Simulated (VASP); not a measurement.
# Ni (Im-3m) in VASP: notebook

The runs below take Ni through single point, with PBEsol+U, r2SCAN+D4+U.

Program: VASP 6.6.1. These are calculated values, not measurements. Logs are shortened: lines on timing, memory, paths and dates and some standing lists are left out, and cuts for length are marked.

## (1) The cell of the first run

It takes space group Im-3m (No. 229, cubic). Conventional cell: a = 2.767 Å, b = 2.767 Å, c = 2.767 Å, α = 90.00°, β = 90.00°, γ = 90.00°. Ni (site symmetry m-3m) has 14 Ni at 2.40 to 2.77 Å within 3.2 Å.

This isn't the form of Ni at room conditions, which is fcc.

## (2) Single point, PBEsol+U, collinear spin, ferromagnetic start

INCAR reads:

```
SYSTEM = Ni
PREC     = Accurate       ! precision mode
ENCUT    = 520            ! plane-wave cutoff, eV
EDIFF    = 1E-6           ! SCF threshold, eV
ISMEAR   = -1             ! smearing method
SIGMA    = 0.01           ! smearing width, eV
LREAL    = .False.        ! projectors in reciprocal space
LASPH    = .True.         ! aspherical terms in the spheres
NELM     = 150            ! most SCF steps
ALGO     = Normal         ! electronic algorithm
ISIF     = 2              ! what is computed and relaxed
LWAVE    = .False.        ! write WAVECAR
LCHARG   = .False.        ! write CHGCAR
ISPIN    = 2              ! spin polarisation
MAGMOM   = 1              ! initial moments
LORBIT   = 11             ! projections on sites
LMAXMIX  = 4              ! l up to which the mixer works
LDAU     = .True.         ! DFT+U
LDAUTYPE = 2            
LDAUL    = 2              ! shell
LDAUU    = 4.5            ! U, eV
LDAUJ    = 0            
LDAUPRINT= 1            
GGA      = PS             ! functional
NBANDS   = 15             ! bands
```

KPOINTS reads:

```
regular mesh
0
Gamma
  13 13 13
  0 0 0
```

POSCAR reads:

```
Ni
1.0
   -1.3837154700      1.3837154700      1.3837154700
    1.3837154700     -1.3837154700      1.3837154700
    1.3837154700      1.3837154700     -1.3837154700
Ni
1
Direct
    0.0000000000      0.0000000000      0.0000000000
```

Potentials or basis: VASP PAW PBE potentials, release 64 (Ni).

Launch:

```sh
$ cat potpaw_PBE.64/Ni/POTCAR > POTCAR
$ mpirun -np 1 vasp_std > vasp.out
```

OUTCAR:

```text
SYSTEM = Ni
   PREC = Accurate
   ENCUT = 520
   EDIFF = 1E-6
   ISMEAR = -1
   LREAL = .False.
   LASPH = .True.
   NELM = 150
   ISIF = 2
   ISPIN = 2
   LORBIT = 11
   GGA = PS

 ion  position               nearest neighbor table
   1  0.000  0.000  0.000-

  LATTYP: Found a body centered cubic cell.
 ALAT       =     2.7674309400

  Lattice vectors:

 A1 = (  -1.3837154700,   1.3837154700,   1.3837154700)
 A2 = (   1.3837154700,  -1.3837154700,   1.3837154700)
 A3 = (   1.3837154700,   1.3837154700,  -1.3837154700)

Analysis of symmetry for initial positions (statically):
=====================================================================
 Subroutine PRICEL returns:
 Original cell was already a primitive cell.

 Routine SETGRP: Setting up the symmetry group for a
 body centered cubic supercell.

 Subroutine GETGRP returns: Found 48 space group operations
 (whereof 48 operations were pure point group operations)
 out of a pool of 48 trial point group operations.

The static configuration has the point symmetry O_h .

Analysis of symmetry for dynamics (positions and initial velocities):
=====================================================================
 Subroutine PRICEL returns:
 Original cell was already a primitive cell.

 Routine SETGRP: Setting up the symmetry group for a
 body centered cubic supercell.

 Subroutine GETGRP returns: Found 48 space group operations
 (whereof 48 operations were pure point group operations)
 out of a pool of 48 trial point group operations.

The dynamic configuration has the point symmetry O_h .

Analysis of structural, dynamic, and magnetic symmetry:
=====================================================================
 Subroutine PRICEL returns:
 Original cell was already a primitive cell.

 Routine SETGRP: Setting up the symmetry group for a
 body centered cubic supercell.

 Subroutine GETGRP returns: Found 48 space group operations
 (whereof 48 operations were pure point group operations)
 out of a pool of 48 trial point group operations.

The overall configuration has the point symmetry O_h .
[... 163 lines left out ...]
  o =  0.6952  v =  0.0000  0.0000  0.0000  0.0000  0.0000  0.0000 -0.8656  0.0000  0.5008 -0.0000      0.0000  0.0000  0.0000  0.0000  0.0000  0.0000  0.0000  0.0000  0.0000  0.0000
  o =  0.9188  v =  0.0000  0.0000  0.0000  0.0000  0.0000  0.0000  0.0000 -0.0661  0.0000 -0.9978      0.0000  0.0000  0.0000  0.0000  0.0000  0.0000  0.0000  0.0000  0.0000  0.0000
  o =  0.9188  v =  0.0000  0.0000  0.0000  0.0000  0.0000  0.0000 -0.0000 -0.9978  0.0000  0.0661      0.0000  0.0000  0.0000  0.0000  0.0000  0.0000  0.0000  0.0000  0.0000  0.0000
  o =  0.9273  v =  1.0000  0.0000  0.0000  0.0000  0.0000  0.0000  0.0000  0.0000  0.0000  0.0000      0.0000  0.0000  0.0000  0.0000  0.0000  0.0000  0.0000  0.0000  0.0000  0.0000
  o =  0.9273  v =  0.0000  0.4818 -0.0000 -0.8763  0.0000  0.0000  0.0000  0.0000  0.0000  0.0000      0.0000  0.0000  0.0000  0.0000  0.0000  0.0000  0.0000  0.0000  0.0000  0.0000
  o =  0.9273  v =  0.0000 -0.8763  0.0000 -0.4818 -0.0000  0.0000  0.0000  0.0000  0.0000  0.0000      0.0000  0.0000  0.0000  0.0000  0.0000  0.0000  0.0000  0.0000  0.0000  0.0000
  o =  0.9314  v =  0.0000  0.0000  0.2111 -0.0000 -0.9775  0.0000  0.0000  0.0000  0.0000  0.0000      0.0000  0.0000  0.0000  0.0000  0.0000  0.0000  0.0000  0.0000  0.0000  0.0000
  o =  0.9314  v =  0.0000  0.0000  0.9775 -0.0000  0.2111  0.0000  0.0000  0.0000  0.0000  0.0000      0.0000  0.0000  0.0000  0.0000  0.0000  0.0000  0.0000  0.0000  0.0000  0.0000

 number of electron      10.0000004 magnetization       0.6471774

 Free energy of the ion-electron system (eV)
  ---------------------------------------------------
  ext. energy  EPLUGINS =         0.00000000
  ---------------------------------------------------
  free energy    TOTEN  =        -3.28851309 eV

  energy without entropy =       -3.28805899  energy(sigma->0) =       -3.28828604

 E-fermi :   8.8351     XC(G=0): -13.5120

 val. band max:        8.8263187374   @ k =  -0.2308   0.3077   0.0769
 cond. band min:       8.8382676631   @ k =  -0.3077   0.3077   0.2308
 fundamental gap:      0.0119489257
 Fermi energy:         8.8350822830

 spin component 1

 k-point     1 :       0.0000    0.0000    0.0000
  band No.  band energies     occupation
      1       0.3660      1.00000
      2       5.4811      1.00000
      3       5.4811      1.00000
      4       5.4811      1.00000
      5       7.1320      1.00000
      6       7.1320      1.00000
      7      36.1698      0.00000
      8      36.1698      0.00000
      9      36.1698      0.00000
     10      39.6446      0.00000
     11      39.6446      0.00000
     12      39.7056      0.00000
[... 841 lines left out ...]
      4       7.8113      1.00000
      5       7.9294      1.00000
      6       9.6191      0.00000
      7      22.5768      0.00000
      8      27.0886      0.00000
      9      28.8227      0.00000
     10      37.1679      0.00000
     11      40.2736      0.00000
     12      43.6846      0.00000
     13      45.5895      0.00000
     14      48.6423      0.00000
     15      52.3689      0.00000

 [... further k-points ...]

------------------------ aborting loop because EDIFF is reached ----------------------------------------

  FORCE on cell =-STRESS in cart. coord.  units (eV):
  Direction    XX          YY          ZZ          XY          YZ          ZX
  --------------------------------------------------------------------------------------
  -------------------------------------------------------------------------------------
  Total       -0.7992855     -0.7992855     -0.7992855     -0.0000000     -0.0000000      0.0000000
  in kB     -120.8403899   -120.8403899   -120.8403899     -0.0000000     -0.0000000      0.0000000
  external PRESSURE =    -120.8403899 kB  Pullay stress =       0.0000000 kB

 VOLUME and BASIS-vectors are now :
 -----------------------------------------------------------------------------
  energy-cutoff  :      520.00
  volume of cell :       10.60
      direct lattice vectors                 reciprocal lattice vectors
    -1.383715470  1.383715470  1.383715470     0.000000000  0.361345964  0.361345964
     1.383715470 -1.383715470  1.383715470     0.361345964  0.000000000  0.361345964
     1.383715470  1.383715470 -1.383715470     0.361345964  0.361345964  0.000000000

 POSITION                                       TOTAL-FORCE (eV/Angst)
 -----------------------------------------------------------------------------------
      0.00000      0.00000      0.00000         0.000000      0.000000      0.000000
 -----------------------------------------------------------------------------------
    total drift:                                0.000000      0.000000      0.000000

  FREE ENERGIE OF THE ION-ELECTRON SYSTEM (eV)
  ---------------------------------------------------
  free  energy   TOTEN  =        -3.2885130852 eV

  energy  without entropy=       -3.2880589917  energy(sigma->0) =       -3.28828604

 total charge

# of ion       s       p       d       tot
------------------------------------------
    1        0.489   0.447   8.537   9.472

 magnetization (x)

# of ion       s       p       d       tot
------------------------------------------
    1       -0.016  -0.034   0.723   0.673
```

OSZICAR:

```text
N       E                     dE             d eps       ncg     rms          rms(c)
DAV:   1     0.377602647212E+02    0.37760E+02   -0.42343E+03  5238   0.884E+02
DAV:   2    -0.211064374822E+01   -0.39871E+02   -0.36952E+02  5782   0.168E+02
DAV:   3    -0.391406846490E+01   -0.18034E+01   -0.17785E+01  6146   0.346E+01
DAV:   4    -0.392513232513E+01   -0.11064E-01   -0.11061E-01  6036   0.266E+00
DAV:   5    -0.392522731395E+01   -0.94989E-04   -0.94988E-04  6269   0.216E-01    0.983E+00
DAV:   6    -0.348127408386E+01    0.44395E+00   -0.94037E+00  7273   0.348E+01    0.473E+00
DAV:   7    -0.326996267062E+01    0.21131E+00   -0.14911E+00  7008   0.133E+01    0.193E+00
DAV:   8    -0.328078128684E+01   -0.10819E-01   -0.50821E-02  5877   0.195E+00    0.104E+00
DAV:   9    -0.328494447478E+01   -0.41632E-02   -0.48047E-03  6971   0.636E-01    0.373E-01
DAV:  10    -0.328858665071E+01   -0.36422E-02   -0.92979E-03  6517   0.952E-01    0.206E-01
DAV:  11    -0.328845145433E+01    0.13520E-03   -0.44315E-04  6836   0.206E-01    0.573E-02
DAV:  12    -0.328850577575E+01   -0.54321E-04   -0.20623E-04  7072   0.146E-01    0.253E-02
DAV:  13    -0.328851169865E+01   -0.59229E-05   -0.21908E-05  6387   0.477E-02    0.555E-03
DAV:  14    -0.328851280439E+01   -0.11057E-05   -0.27364E-06  5017   0.182E-02    0.337E-03
DAV:  15    -0.328851308518E+01   -0.28079E-06   -0.19978E-07  3626   0.485E-03
   1 F= -.32885131E+01 E0= -.32882860E+01  d E =-.454093E-03  mag=     0.6473
```

stdout:

```text
POSCAR found type information on POSCAR Ni
 POSCAR found :  1 types and       1 ions
 scaLAPACK will be used
 -----------------------------------------------------------------------------
|                                                                             |
|                                                                             |
|     You enforced a specific xc type in the INCAR file but a different       |
|     I HOPE YOU KNOW WHAT YOU ARE DOING!                                     |
|                                                                             |
 -----------------------------------------------------------------------------

 LDA part: xc-table for (Slater+PW92), standard interpolation
 POSCAR, INCAR and KPOINTS ok, starting setup
 FFT: planning ... GRIDC
 FFT: planning ... GRID_SOFT
 FFT: planning ... GRID
 WAVECAR not read
 entering main loop
```

It took 55 s on 1 thread of Intel Xeon Platinum 8375C at 2.90GHz (Ice Lake), shared host; peak memory 0.13 GiB.

Results:

| Quantity | Value |
| --- | --- |
| Free energy | -3.2885 eV |
| Pressure | -12.1 GPa |
| Net moment | 0.65 μB per cell |
| Site moments | Ni +0.67 μB |
| Valence electrons inside the program's atomic spheres | Ni 9.47 |

Levels at points of the mesh, in eV from the Fermi level:
Spin up:
```tsv
k point	band 1	band 2	band 3	band 4	band 5	band 6	band 7	band 8	band 9	band 10
(0.00, 0.00, 0.00)	-8.47	-3.35	-3.35	-3.35	-1.70	-1.70	27.33	27.33	27.33	30.81
```
Spin down:
```csv
k point,band 1,band 2,band 3,band 4,band 5,band 6,band 7,band 8,band 9,band 10
"(0.00, 0.00, 0.00)",-8.53,-1.45,-1.45,-1.45,-1.16,-1.16,27.16,27.16,27.16,30.73
```

Eigenvalues of the final occupation matrices:
```csv
site,spin,trace,eigenvalues
site 1 d,1,4.64,0.93 0.93 0.93 0.93 0.93
site 1 d,2,3.92,0.70 0.70 0.70 0.92 0.92
```

Caveat: the cell stands under tension; the PAW data sets were made with another functional, which shifts forces and pressure a little; the U is typed as a test and isn't derived for this compound. The state reached can hang on the start; a lower one may exist.

## (3) Single point, r2SCAN+D4+U, collinear spin, ferromagnetic start

POSCAR is that of step 2.

INCAR.step1 reads:

```
SYSTEM = Ni
PREC = Accurate
ENCUT = 660
ISMEAR = 1
SIGMA = 0.1
LREAL = .FALSE.
LASPH = .TRUE.
NELM = 200
ISPIN = 2
MAGMOM = 0.79
LMAXMIX = 4
LDAU = .TRUE.
LDAUTYPE = 2
LDAUL = 2
LDAUU = 3
LDAUJ = 0
NBANDS = 15
GGA = PE
ALGO = Normal
EDIFF = 1E-5
LWAVE = .TRUE.
LCHARG = .FALSE.
GGA_COMPAT = .FALSE.
```

INCAR.step2 reads:

```
SYSTEM = Ni
PREC = Accurate
ENCUT = 660
EDIFF = 1E-6
ISMEAR = 1
SIGMA = 0.1
LREAL = .FALSE.
LASPH = .TRUE.
NELM = 200
ALGO = Normal
ISIF = 2
LWAVE = .FALSE.
LCHARG = .FALSE.
ISPIN = 2
MAGMOM = 0.79
LORBIT = 11
LMAXMIX = 4
LDAU = .TRUE.
LDAUTYPE = 2
LDAUL = 2
LDAUU = 3
LDAUJ = 0
LDAUPRINT = 1
METAGGA = R2SCAN
LMIXTAU = .TRUE.
IVDW = 13
VDW_S6 = 1.0
VDW_S8 = 0.6018749
VDW_A1 = 0.51559235
VDW_A2 = 5.77342911
NBANDS = 15
ISTART = 1
GGA_COMPAT = .FALSE.
```

KPOINTS reads:

```
regular mesh
0
G
  13 13 13
  0 0 0
```

Potentials or basis: VASP PAW PBE potentials, release 64 (Ni).

Launch:

```sh
$ cat potpaw_PBE.64/Ni/POTCAR > POTCAR
$ cp INCAR.step1 INCAR
$ mpirun -np 1 vasp_std > vasp.out
$ cp INCAR.step2 INCAR
$ mpirun -np 1 vasp_std > vasp.out
```

Run time: 79 s. Hardware: 1 thread of AMD EPYC 9R45 (Zen 5), shared host; peak memory 0.12 GiB.

The run converged. Its results:

```
Free energy                                           : -10.1717 eV
Pressure                                              : -7.5 GPa
Net moment                                            : 0.65 μB per cell
Site moments                                          : Ni +0.68 μB
Valence electrons inside the program's atomic spheres : Ni 9.47
Dispersion energy per atom                            : -0.160 eV
```

Levels at points of the mesh, in eV from the Fermi level:
Spin up:
| k point | band 2 | band 3 | band 4 | band 5 | band 6 | band 7 | band 8 | band 9 |
| --- | --- | --- | --- | --- | --- | --- | --- | --- |
| (0.00, 0.00, 0.00) | -3.48 | -3.48 | -3.48 | -1.77 | -1.77 | 28.04 | 28.04 | 28.04 |
Spin down:
```tsv
k point	band 3	band 4	band 5	band 6	band 7	band 8
(0.00, 0.00, 0.00)	-1.43	-1.43	-1.25	-1.25	27.91	27.91
```

Eigenvalues of the final occupation matrices:
| site | spin | trace | eigenvalues |
| --- | --- | --- | --- |
| site 1 d | 1 | 4.63 | 0.92 0.92 0.92 0.93 0.93 |
| site 1 d | 2 | 3.89 | 0.68 0.68 0.68 0.92 0.92 |

Caveat: the cell stands under tension; the PAW data sets were made with another functional, which shifts forces and pressure a little; the U is typed as a test and isn't derived for this compound.

## (4) Single point, PBEsol+U, collinear spin, ferromagnetic start

POSCAR is that of step 3.

INCAR.step1 reads:

```
SYSTEM = Ni
ALGO = Normal
EDIFF = 1E-6
ENCUT = 510
GGA = PS
GGA_COMPAT = .FALSE.
ISIF = 2
ISMEAR = 1
ISPIN = 2
LASPH = .TRUE.
LCHARG = .TRUE.
LDAU = .TRUE.
LDAUJ = 0
LDAUL = 2
LDAUPRINT = 1
LDAUTYPE = 2
LDAUU = 1
LMAXMIX = 4
LORBIT = 11
LREAL = .FALSE.
LWAVE = .FALSE.
MAGMOM = 1
NBANDS = 19
NEDOS = 2001
NELM = 200
PREC = Accurate
SIGMA = 0.025
```

KPOINTS.step1 reads:

```
k-points
0
G
  13 13 13
  0 0 0
```

INCAR.step2 reads:

```
SYSTEM = Ni
ALGO = Normal
EDIFF = 1E-6
ENCUT = 510
GGA = PS
GGA_COMPAT = .FALSE.
ICHARG = 11
ISIF = 2
ISMEAR = -5
ISPIN = 2
LASPH = .TRUE.
LCHARG = .FALSE.
LDAU = .TRUE.
LDAUJ = 0
LDAUL = 2
LDAUPRINT = 1
LDAUTYPE = 2
LDAUU = 1
LMAXMIX = 4
LORBIT = 11
LREAL = .FALSE.
LWAVE = .FALSE.
MAGMOM = 1
NEDOS = 2001
NELM = 200
PREC = Accurate
SIGMA = 0.025
```

KPOINTS.step2 reads:

```
k-points
0
G
  20 20 20
  0 0 0
```

Potentials or basis: VASP PAW PBE potentials, release 64 (Ni_sv_GW).

Launch:

```sh
$ cat potpaw_PBE.64/Ni_sv_GW/POTCAR > POTCAR
$ cp INCAR.step1 INCAR
$ cp KPOINTS.step1 KPOINTS
$ mpirun -np 1 vasp_std > vasp.out
$ cp INCAR.step2 INCAR
$ cp KPOINTS.step2 KPOINTS
$ mpirun -np 1 vasp_std > vasp.out
```

Run time: 53 s. Hardware: 1 thread of Intel Xeon 6975P-C (Granite Rapids), shared host; peak memory 0.23 GiB.

It converged, with:

```
Net moment                                            : 0.64 μB per cell
Site moments                                          : Ni +0.63 μB
Valence electrons inside the program's atomic spheres : Ni 16.42
```

Levels at points of the mesh, in eV from the Fermi level:
Spin up:
| k point | band 7 | band 8 | band 9 | band 10 | band 11 | band 12 |
| --- | --- | --- | --- | --- | --- | --- |
| (0.00, 0.00, 0.00) | -2.57 | -2.57 | -1.08 | -1.08 | 26.50 | 26.50 |
| (0.50, 0.00, 0.00) | -1.17 | -0.92 | -0.22 | 0.19 | 6.59 | 19.23 |
| (0.50, 0.50, 0.50) | -0.45 | -0.45 | -0.45 | 9.88 | 9.88 | 9.88 |
Spin down:
```csv
k point,band 6,band 7,band 8,band 9,band 10,band 11,band 12,band 13
"(0.00, 0.00, 0.00)",-1.64,-1.64,-1.64,-0.43,-0.43,26.41,26.41,26.41
"(0.50, 0.00, 0.00)",-2.68,-0.42,-0.26,0.17,0.84,7.06,19.18,20.45
"(0.50, 0.50, 0.50)",-4.09,0.59,0.59,0.59,9.92,9.92,9.92,15.96
```

Eigenvalues of the final occupation matrices:
| site | spin | trace | eigenvalues |
| --- | --- | --- | --- |
| site 1 d | 1 | 4.28 | 0.85 0.85 0.85 0.86 0.86 |
| site 1 d | 2 | 3.60 | 0.67 0.67 0.67 0.79 0.79 |

Caveat: the PAW data sets were made with another functional, which shifts forces and pressure a little; the U is typed as a test and isn't derived for this compound. The state reached can hang on the start; a lower one may exist.

## (5) Summary

| level | potentials or basis | U | cutoff (eV) | smearing | k mesh for the DOS | occupations for the DOS | gap on the mesh (eV) | pressure (GPa) | moment (μB) |
| --- | --- | --- | --- | --- | --- | --- | --- | --- | --- |
| PBEsol+U | VASP PAW PBE potentials, release 64 (Ni) | Ni d U = 4.5 eV | 520 | fermi-dirac 0.01 eV | - | - | none | -12.1 | 0.65 |
| r2SCAN+D4+U | VASP PAW PBE potentials, release 64 (Ni) | Ni d U = 3.0 eV | 660 | methfessel-paxton 0.1 eV | - | - | none | -7.5 | 0.65 |
| PBEsol+U | VASP PAW PBE potentials, release 64 (Ni_sv_GW) | Ni d U = 1.0 eV | 510 | methfessel-paxton 0.025 eV | 20 × 20 × 20 | tetrahedron | - | - | 0.64 |

Alike in all rows: task single point; spin collinear, ferromagnetic start; cell as given; k mesh 13 × 13 × 13.

Caveats: the PAW data sets were made with another functional, which shifts forces and pressure a little; the U is typed as a test and isn't derived for this compound; the cell stands under tension (at least some runs).

Absolute energies hang on the potentials; compare differences alone.

The gap in the log of VASP goes by the Fermi energy; the results here count the filled bands.